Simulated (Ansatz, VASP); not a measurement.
# Mg3I4F2: VASP beside Ansatz

```
CELL_PARAMETERS angstrom
5.56295 0.00000 0.00000
-2.78148 4.81766 0.00000
0.00000 0.00000 9.44683
ATOMIC_POSITIONS crystal
Mg 0.50000 0.00000 0.50000
Mg 0.00000 0.50000 0.50000
Mg 0.50000 0.50000 0.50000
I 0.33333 0.66667 0.00000
I 0.66667 0.33333 0.00000
I 0.00000 0.00000 0.83305
I 0.00000 0.00000 0.16695
F 0.33333 0.66667 0.50000
F 0.66667 0.33333 0.50000
```

Alike in both runs: task relaxation of cell and atoms; functional PBE; k mesh 6 × 6 × 2; occupations gaussian, width 0.1 eV; no spin polarisation.

|  | VASP | Ansatz |
| --- | --- | --- |
| version | VASP 6.6.1 | Ansatz 0.2.0 |
| potentials or method | VASP PAW PBE potentials, release 64 (Mg, I, F), cutoff 600 eV | scalar-relativistic, plane waves, PAW |
| valence electrons in the cell | 48 | 112 |

|  | VASP | Ansatz | Ansatz less VASP |
| --- | --- | --- | --- |
| gap on the k mesh at the Fermi level, each at its own relaxed structure (eV) | none | none | - |
| relaxed volume (Å³/atom) | 27.74 | 28.01 | +0.272 |
| relaxed cell length with the largest relative difference (Å) | 6.832 | 6.867 | +0.0352 |

A gap of «none» marks a metal or a gap that the smearing closes. VASP's potentials hold 48 valence electrons a cell and Ansatz's 112, so a difference there can come from the potentials and not from the codes.

Neither program's run includes spin-orbit coupling.
